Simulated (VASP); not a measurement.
Wanted: the native input for a VASP 6.6.1 run.

```
Task                   : single point
Functional             : PBE
Potentials or basis    : VASP PAW PBE potentials, release 64 (Sn_d)
Cutoff                 : 520 eV
k mesh                 : 9 × 9 × 9
Occupations            : fermi-dirac, width 0.03 eV
Spin                   : no spin polarisation
Dipole correction      : no
Further INCAR settings : ALGO = Normal; EDIFF = 1e-07; NBANDS = 21
```

The structure of Sn lies in POSCAR:

```
Sn
1.0
    0.0000000000      3.3105120000      3.2456000000
    3.3105120000      0.0000000000      3.2456000000
    3.3105120000      3.3105120000      0.0000000000
Sn
2
Direct
    0.5000000000      0.5000000000      0.5000000000
    0.7500000000      0.7500000000      0.7500000000
```

This cell differs from its parent crystal: x and y stretched by +2 %, z held.

The input as run:

INCAR

```
ALGO     = Normal         # electronic algorithm
EDIFF    = 1E-7           # SCF threshold, eV
ENCUT    = 520            # plane-wave cutoff, eV
GGA      = PE             # functional
ISIF     = 2              # what is computed and relaxed
ISMEAR   = -1             # smearing method
LASPH    = True           # aspherical terms in the spheres
LCHARG   = False          # write CHGCAR
LREAL    = False          # projectors in reciprocal space
LWAVE    = False          # write WAVECAR
NBANDS   = 21             # bands
NELM     = 100            # most SCF steps
PREC     = Accurate       # precision mode
SIGMA    = 0.03           # smearing width, eV
```

KPOINTS

```
k-points
0
Gamma
  9 9 9
```

Potentials or basis: VASP PAW PBE potentials, release 64 (Sn_d).

Run with:

```bash
$ cat potpaw_PBE.64/Sn_d/POTCAR > POTCAR
$ mpirun -np 1 vasp_std > vasp.out
```

It gave:

The pressure is 1.3 GPa and the band gap on the k mesh is zero (band 14 reaches 5.27 eV, above the bottom of band 15 at 5.16 eV).

Caveat: the cell differs from its parent crystal (x and y stretched by +2 %, z held); spin-orbit coupling is left out, which moves the levels of the heavy elements.

Wall time 78 s on 1 thread of Intel(R) Xeon(R) Platinum 8488C (Sapphire Rapids), on a shared host, peak memory 0.25 GiB.
